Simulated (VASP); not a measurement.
# Ta (Fd-3m) in VASP: notebook

Runs on Ta. Level: LDA. Tasks: single point.

Everything below comes from runs of VASP 6.6.1. Logs are shortened: lines on timing, memory, paths and dates and some standing lists are left out, and cuts for length are marked.

### Step 1. The cell of the first run

Symmetry: Fd-3m, No. 227, cubic system. The conventional cell has a = 5.620 Å, b = 5.620 Å, c = 5.620 Å, α = 90.00°, β = 90.00°, γ = 90.00°. Ta (site symmetry -43m) has 4 Ta at 2.43 Å within 3.2 Å.

### Step 2. Single point, LDA (volume scaled by 0.85)

File INCAR:

```
PREC = Accurate
ENCUT = 520
EDIFF = 1E-6
ISMEAR = -1
SIGMA = 0.08
LREAL = False
LASPH = True
NELM = 60
ALGO = Normal
ISIF = 2
LWAVE = False
LCHARG = False
GGA = CA
NBANDS = 18
```

File KPOINTS:

```
regular mesh
0
Gamma
  13 13 13
```

File POSCAR:

```
Ta
1.0
    0.0000000000      2.8101395689      2.8101395689
    2.8101395689      0.0000000000      2.8101395689
    2.8101395689      2.8101395689      0.0000000000
Ta
2
Direct
   -0.1250000000     -0.1250000000     -0.1250000000
    0.1250000000      0.1250000000      0.1250000000
```

Potentials or basis: VASP PAW LDA potentials, release 64 (Ta_pv).

Command:

```bash
$ cat potpaw_LDA.64/Ta_pv/POTCAR > POTCAR
$ mpirun -np 1 vasp_std > vasp.out
```

OUTCAR:

```text
PREC = Accurate
   ENCUT = 520
   EDIFF = 1E-6
   ISMEAR = -1
   LREAL = False
   LASPH = True
   NELM = 60
   ISIF = 2
   GGA = CA

 ion  position               nearest neighbor table
   1  0.875  0.875  0.875-   2 2.43   2 2.43   2 2.43   2 2.43
   2  0.125  0.125  0.125-   1 2.43   1 2.43   1 2.43   1 2.43

  LATTYP: Found a face centered cubic cell.
 ALAT       =     5.6202791378

  Lattice vectors:

 A1 = (   0.0000000000,   2.8101395689,   2.8101395689)
 A2 = (   2.8101395689,   0.0000000000,   2.8101395689)
 A3 = (   2.8101395689,   2.8101395689,   0.0000000000)

Analysis of symmetry for initial positions (statically):
=====================================================================
 Subroutine PRICEL returns:
 Original cell was already a primitive cell.

 Routine SETGRP: Setting up the symmetry group for a
 face centered cubic supercell.

 Subroutine GETGRP returns: Found 48 space group operations
 (whereof 12 operations were pure point group operations)
 out of a pool of 48 trial point group operations.

The static configuration has the point symmetry D_3d.
 The point group associated with its full space group is O_h .

Analysis of symmetry for dynamics (positions and initial velocities):
=====================================================================
 Subroutine PRICEL returns:
 Original cell was already a primitive cell.

 Routine SETGRP: Setting up the symmetry group for a
 face centered cubic supercell.

 Subroutine GETGRP returns: Found 48 space group operations
 (whereof 12 operations were pure point group operations)
 out of a pool of 48 trial point group operations.

The dynamic configuration has the point symmetry D_3d.
 The point group associated with its full space group is O_h .

 Subroutine INISYM returns: Found 48 space group operations
 (whereof 12 operations are pure point group operations),
 and found     1 'primitive' translations

----------------------------------------------------------------------------------------

                                     Primitive cell

  volume of cell :      44.3827

  direct lattice vectors                    reciprocal lattice vectors
     0.000000000  2.810139569  2.810139569    -0.177927106  0.177927106  0.177927106
     2.810139569  0.000000000  2.810139569     0.177927106 -0.177927106  0.177927106
     2.810139569  2.810139569  0.000000000     0.177927106  0.177927106 -0.177927106

  length of vectors
     3.974137490  3.974137490  3.974137490     0.308178787  0.308178787  0.308178787

  position of ions in fractional coordinates (direct lattice)
     0.875000000  0.875000000  0.875000000
     0.125000000  0.125000000  0.125000000

  ion indices of the primitive-cell ions
   primitive index   ion index
                 1           1
                 2           2

----------------------------------------------------------------------------------------

 KPOINTS: regular mesh

Automatic generation of k-mesh.
 Grid dimensions read from file:
 generate k-points for:   13   13   13

 Generating k-lattice:

  Cartesian coordinates                     Fractional coordinates (reciprocal lattice)
    -0.013686700  0.013686700  0.013686700     0.076923077  0.000000000  0.000000000
     0.013686700 -0.013686700  0.013686700     0.000000000  0.076923077  0.000000000
     0.013686700  0.013686700 -0.013686700     0.000000000  0.000000000  0.076923077

  Length of vectors
     0.023706061  0.023706061  0.023706061

  Shift w.r.t. Gamma in fractional coordinates (k-lattice)
     0.000000000  0.000000000  0.000000000

 Subroutine IBZKPT returns following result:
 ===========================================

 Found     84 irreducible k-points:

 Following reciprocal coordinates:
            Coordinates               Weight
  0.000000  0.000000  0.000000      1.000000
  0.076923  0.000000  0.000000      8.000000
  0.153846  0.000000  0.000000      8.000000
  0.230769  0.000000  0.000000      8.000000
  0.307692  0.000000  0.000000      8.000000
  0.384615  0.000000  0.000000      8.000000
[... 16 lines left out ...]
  0.384615  0.153846  0.000000     24.000000
  0.461538  0.153846  0.000000     24.000000
 [... further k-points ...]
   k-points           NKPTS =     84   k-points in BZ     NKDIM =     84   number of bands    NBANDS=     18
   number of dos      NEDOS =    301   number of ions     NIONS =      2
   total plane-waves  NPLWV =  27000
   dimension x,y,z NGX =    30 NGY =   30 NGZ =   30
   dimension x,y,z NGXF=    60 NGYF=   60 NGZF=   60
   ions per type =               2
   NGX,Y,Z   is equivalent  to a cutoff of  12.55, 12.55, 12.55 a.u.
   NGXF,Y,Z  is equivalent  to a cutoff of  25.10, 25.10, 25.10 a.u.
 SYSTEM =  unknown system
   PREC   = accura    normal or accurate (medium, high low for compatibility)
   ISTART =      0    job   : 0-new  1-cont  2-samecut
   ICHARG =      2    charge: 1-file 2-atom 10-const
   ISPIN  =      1    spin polarized calculation?
   LNONCOLLINEAR =      F non collinear calculations
   LSORBIT =      F    spin-orbit coupling
   LASPH  =      T    aspherical Exc in radial PAW
   ENCUT  =  520.0 eV  38.22 Ry    6.18 a.u.   7.39  7.39  7.39*2*pi/ulx,y,z
   NELM   =     60;   NELMIN=  2; NELMDL= -5     # of ELM steps
   EDIFF  = 0.1E-05   stopping-criterion for ELM
   LREAL  =      F    real-space projection
   EDIFFG = 0.1E-04   stopping-criterion for IOM
   NSW    =      0    number of steps for IOM
   IBRION =     -1    ionic relax: 0-MD 1-quasi-New 2-CG
   NFREE  =      0    steps in history (QN), initial steepest desc. (CG)
   ISIF   =      2    stress and relaxation
   ISYM   =      2    0-nonsym 1-usesym 2-fastsym
   POTIM  = 0.5000    time-step for ionic-motion
   TEBEG  =    0.0;   TEEND  =   0.0 temperature during run
   PSTRESS=    0.0 pullay stress
   NELECT =      22.0000    total number of electrons
   NUPDOWN=      -1.0000    fix difference up-down
   EMIN   =  10.00;   EMAX   =-10.00  energy-range for DOS
   EFERMI =   0.00;   METHOD = LEGACY
   ISMEAR =    -1;   SIGMA  =   0.08  broadening in eV -4-tet -1-fermi 0-gaus
   EFERMI_NEDOS =   21; number of points for ismear=-14 and -15
   IALGO  =     38    algorithm
   IMIX   =      4    mixing-type and parameters
     AMIX     =   0.40;   BMIX     =  1.00
     AMIX_MAG =   1.60;   BMIX_MAG =  1.00
  volume/ion in A,a.u.               =      22.19       149.75
  Fermi-wavevector in a.u.,A,eV,Ry     =   1.295621  2.448368 22.839184  1.678633
  Thomas-Fermi vector in A             =   2.427129
   LORBIT       =      0    0 simple, 1 ext, 2 COOP (PROOUT), +10 PAW based schemes
   GGA     = CA    functional components
   LHFCALC =     F    Hartree Fock is set to
   AEXX    =    0.0000 exact exchange contribution
   IVDW    =     0    specifies the selected vdW correction
   LEPSILON=     F    determine dielectric tensor
   LRPA    =     F    only Hartree local field effects (RPA)
 non-spin polarized calculation
  energy-cutoff  :      520.00
  volume of cell :       44.38
 maximum number of plane-waves:      1243
 NGX is ok and might be reduce to    30
   NGX = 15   NGY = 15   NGZ = 15

 number of electron      22.0000006 magnetization

 Free energy of the ion-electron system (eV)
  ---------------------------------------------------
  ext. energy  EPLUGINS =         0.00000000
  ---------------------------------------------------
  free energy    TOTEN  =       -19.32400993 eV

  energy without entropy =      -19.25433712  energy(sigma->0) =      -19.28917353

 E-fermi :   3.5181     XC(G=0): -11.3344

 val. band max:        3.5157589571   @ k =   0.1538   0.0000   0.0000
 cond. band min:       3.5383327180   @ k =  -0.4615   0.2308   0.0000
 fundamental gap:      0.0225737609
 Fermi energy:         3.5180748574

 k-point     1 :       0.0000    0.0000    0.0000
  band No.  band energies     occupation
      1     -30.6580      2.00000
      2     -30.6580      2.00000
      3     -30.6580      2.00000
      4     -29.1375      2.00000
      5     -29.1375      2.00000
      6     -29.1375      2.00000
[... 10 lines left out ...]
     17      10.9614      0.00000
     18      14.3917      0.00000

 k-point     2 :       0.0769    0.0000    0.0000
  band No.  band energies     occupation
      1     -30.6696      2.00000
      2     -30.6696      2.00000
      3     -30.6585      2.00000
      4     -29.1382      2.00000
      5     -29.1243      2.00000
      6     -29.1243      2.00000
[... 10 lines left out ...]
     17      10.9282      0.00000
     18      14.2022      0.00000

 k-point     3 :       0.1538    0.0000    0.0000
  band No.  band energies     occupation
      1     -30.7008      2.00000
      2     -30.7008      2.00000
      3     -30.6601      2.00000
      4     -29.1394      2.00000
      5     -29.0888      2.00000
      6     -29.0888      2.00000
[... 10 lines left out ...]
     17      10.8236      0.00000
     18      13.9950      0.00000

 k-point     4 :       0.2308    0.0000    0.0000
  band No.  band energies     occupation
      1     -30.7425      2.00000
      2     -30.7425      2.00000
      3     -30.6635      2.00000
      4     -29.1397      2.00000
      5     -29.0410      2.00000
      6     -29.0410      2.00000
[... 375 lines left out ...]
      4     -29.3080      2.00000
      5     -28.9360      2.00000
      6     -28.9271      2.00000
[... 10 lines left out ...]
     17      11.0560      0.00000
     18      13.2593      0.00000

 k-point    23 :       0.3846    0.1538    0.0000
  band No.  band energies     occupation
      1     -30.8996      2.00000
      2     -30.8648      2.00000
      3     -30.4846      2.00000
      4     -29.3308      2.00000
      5     -28.8999      2.00000
      6     -28.8726      2.00000
[... 10 lines left out ...]
     17      10.6830      0.00000
     18      11.5695      0.00000

 k-point    24 :       0.4615    0.1538    0.0000
  band No.  band energies     occupation
      1     -30.9423      2.00000
      2     -30.8796      2.00000
      3     -30.4707      2.00000
      4     -29.3421      2.00000
      5     -28.8822      2.00000
      6     -28.8286      2.00000
[... 10 lines left out ...]
     17      10.0636      0.00000
     18      10.2145      0.00000

 [... further k-points ...]
[... 5 lines left out ...]
  --------------------------------------------------------------------------------------
  -------------------------------------------------------------------------------------
  Total        4.9432499      4.9432499      4.9432499     -0.0000000     -0.0000000     -0.0000000
  in kB      178.4470960    178.4470960    178.4470960     -0.0000000     -0.0000000     -0.0000000
  external PRESSURE =     178.4470960 kB  Pullay stress =       0.0000000 kB

 VOLUME and BASIS-vectors are now :
 -----------------------------------------------------------------------------
  energy-cutoff  :      520.00
  volume of cell :       44.38
      direct lattice vectors                 reciprocal lattice vectors
     0.000000000  2.810139569  2.810139569    -0.177927106  0.177927106  0.177927106
     2.810139569  0.000000000  2.810139569     0.177927106 -0.177927106  0.177927106
     2.810139569  2.810139569  0.000000000     0.177927106  0.177927106 -0.177927106

 POSITION                                       TOTAL-FORCE (eV/Angst)
 -----------------------------------------------------------------------------------
      4.91774      4.91774      4.91774        -0.000000     -0.000000     -0.000000
      0.70253      0.70253      0.70253         0.000000      0.000000      0.000000
 -----------------------------------------------------------------------------------
    total drift:                               -0.000000      0.000000      0.000000

  FREE ENERGIE OF THE ION-ELECTRON SYSTEM (eV)
  ---------------------------------------------------
  free  energy   TOTEN  =       -19.3240099323 eV

  energy  without entropy=      -19.2543371207  energy(sigma->0) =      -19.28917353
```

Wall time 22 s (1 thread of Intel Xeon 6975P-C (Granite Rapids), shared host); peak memory 0.18 GiB.

Results:

| Quantity | Value |
| --- | --- |
| Free energy | -19.3240 eV |
| Pressure | 17.8 GPa |
| Band gap on the k mesh | zero (band 11 reaches 3.90 eV, above the bottom of band 12 at 2.86 eV) |

Caveat: the cell differs from its parent crystal (volume scaled by 0.85); spin-orbit coupling is left out, which moves the levels of the heavy elements.

### Step 3. Single point, LDA (volume scaled by 0.95)

File INCAR:

```
SYSTEM = Ta
PREC     = Accurate       ! precision mode
ENCUT    = 520            ! plane-wave cutoff, eV
EDIFF    = 1E-7           ! SCF threshold, eV
ISMEAR   = -1             ! smearing method
SIGMA    = 0.08           ! smearing width, eV
LREAL    = .FALSE.        ! projectors in reciprocal space
LASPH    = .TRUE.         ! aspherical terms in the spheres
NELM     = 100            ! most SCF steps
ALGO     = Normal         ! electronic algorithm
ISIF     = 2              ! what is computed and relaxed
LWAVE    = .FALSE.        ! write WAVECAR
LCHARG   = .FALSE.        ! write CHGCAR
NBANDS   = 18             ! bands
```

File KPOINTS:

```
regular mesh
0
G
  13 13 13
  0 0 0
```

File POSCAR:

```
Ta
1.0
    0.0000000000      2.9162815485      2.9162815485
    2.9162815485      0.0000000000      2.9162815485
    2.9162815485      2.9162815485      0.0000000000
Ta
2
Direct
   -0.1250000000     -0.1250000000     -0.1250000000
    0.1250000000      0.1250000000      0.1250000000
```

Potentials or basis: VASP PAW LDA potentials, release 64 (Ta_pv).

Command:

```bash
$ cat potpaw_LDA.64/Ta_pv/POTCAR > POTCAR
$ mpirun -np 1 vasp_std > vasp.out
```

Run time: 18 s. Hardware: 1 thread of Intel Xeon 6975P-C (Granite Rapids), shared host; peak memory 0.19 GiB.

Results (log left out):

```
Free energy            : -19.6767 eV
Pressure               : 4.8 GPa
Band gap on the k mesh : zero (band 11 reaches 3.09 eV, above the bottom of band 12 at 2.24 eV)
```

Levels at points of the mesh, in eV from the Fermi level:
| k point | band 7 | band 8 | band 9 | band 10 | band 11 | band 12 | band 13 | band 14 | band 15 | band 16 |
| --- | --- | --- | --- | --- | --- | --- | --- | --- | --- | --- |
| (0.00, 0.00, 0.00) | -5.93 | -1.37 | -1.37 | -0.32 | -0.32 | -0.32 | 2.25 | 2.25 | 2.25 | 6.66 |

Caveat: the cell differs from its parent crystal (volume scaled by 0.95); spin-orbit coupling is left out, which moves the levels of the heavy elements.

### Step 4. Single point, LDA (volume scaled by 0.95)

File INCAR:

```
PREC     = Accurate       # precision mode
ENCUT    = 520            # plane-wave cutoff, eV
EDIFF    = 1E-6           # SCF threshold, eV
ISMEAR   = -1             # smearing method
SIGMA    = 0.08           # smearing width, eV
LREAL    = F              # projectors in reciprocal space
LASPH    = T              # aspherical terms in the spheres
NELM     = 100            # most SCF steps
ALGO     = Normal         # electronic algorithm
ISIF     = 2              # what is computed and relaxed
LWAVE    = F              # write WAVECAR
LCHARG   = F              # write CHGCAR
GGA      = CA             # functional
NBANDS   = 18             # bands
```

File KPOINTS:

```
regular mesh
0
Gamma
  13 13 13
```

POSCAR is that of step 3.

Command:

```bash
$ cat potpaw_LDA.64/Ta_pv/POTCAR > POTCAR
$ mpirun -np 1 vasp_std > vasp.out
```

Run time: 17 s. Hardware: 1 thread of Intel Xeon 6975P-C (Granite Rapids), shared host; peak memory 0.19 GiB.

It converged, with:

```yaml
Free_energy: -19.6767 eV
Pressure: 4.8 GPa
Band_gap_on_the_k_mesh: zero (band 11 reaches 3.09 eV, above the bottom of band 12 at 2.24 eV)
```

Levels at points of the mesh, in eV from the Fermi level:
| k point | band 9 | band 10 | band 11 | band 12 | band 13 | band 14 |
| --- | --- | --- | --- | --- | --- | --- |
| (0.00, 0.00, 0.00) | -1.37 | -0.32 | -0.32 | -0.32 | 2.25 | 2.25 |

Caveat: the cell differs from its parent crystal (volume scaled by 0.95); spin-orbit coupling is left out, which moves the levels of the heavy elements.

### Step 5. Single point, LDA

This run uses another cell than the first one, of 26.11 Å³/atom, 1.176 times its volume.

File INCAR:

```
PREC = Accurate ; ENCUT = 520
EDIFF = 1E-7 ; ISMEAR = -1
SIGMA = 0.08 ; LREAL = False
LASPH = True ; NELM = 80
ALGO = Normal ; ISIF = 2
LWAVE = False ; LCHARG = False
GGA = CA ; NBANDS = 18
```

KPOINTS is that of step 4.

File POSCAR:

```
Ta
1.0
    0.0000000000      2.9665721478      2.9665721478
    2.9665721478      0.0000000000      2.9665721478
    2.9665721478      2.9665721478      0.0000000000
Ta
2
Direct
   -0.1250000000     -0.1250000000     -0.1250000000
    0.1250000000      0.1250000000      0.1250000000
```

Command:

```bash
$ cat potpaw_LDA.64/Ta_pv/POTCAR > POTCAR
$ mpirun -np 1 vasp_std > vasp.out
```

It took 18 s on 1 thread of Intel Xeon 6975P-C (Granite Rapids), shared host; peak memory 0.19 GiB.

Results (log left out):

```yaml
Free_energy: -19.7170 eV
Pressure: 0.3 GPa
Band_gap_on_the_k_mesh: zero (band 11 reaches 2.76 eV, above the bottom of band 12 at 1.96 eV)
```

Levels at points of the mesh, in eV from the Fermi level:
```tsv
k point	band 8	band 9	band 10	band 11	band 12	band 13	band 14	band 15
(0.00, 0.00, 0.00)	-1.21	-1.21	-0.30	-0.30	-0.30	2.15	2.15	2.15
```

Caveat: spin-orbit coupling is left out, which moves the levels of the heavy elements.

### Step 6. Overview

| cell | gap on the mesh (eV) | pressure (GPa) |
| --- | --- | --- |
| a = 3.974 Å, angles 60.0°, 2 atoms | none | 17.8 |
| a = 4.124 Å, angles 60.0°, 2 atoms | none | 4.8 |
| a = 4.195 Å, angles 60.0°, 2 atoms | none | 0.3 |

Alike in all rows: task single point; level LDA; potentials or basis VASP PAW LDA potentials, release 64 (Ta_pv); no spin polarisation; k mesh 13 × 13 × 13; cutoff (eV) 520; smearing fermi-dirac 0.08 eV.

Caveats: spin-orbit coupling is left out, which moves the levels of the heavy elements.

Total energies depend on the potentials used, so only differences within one code and one set of settings carry meaning.
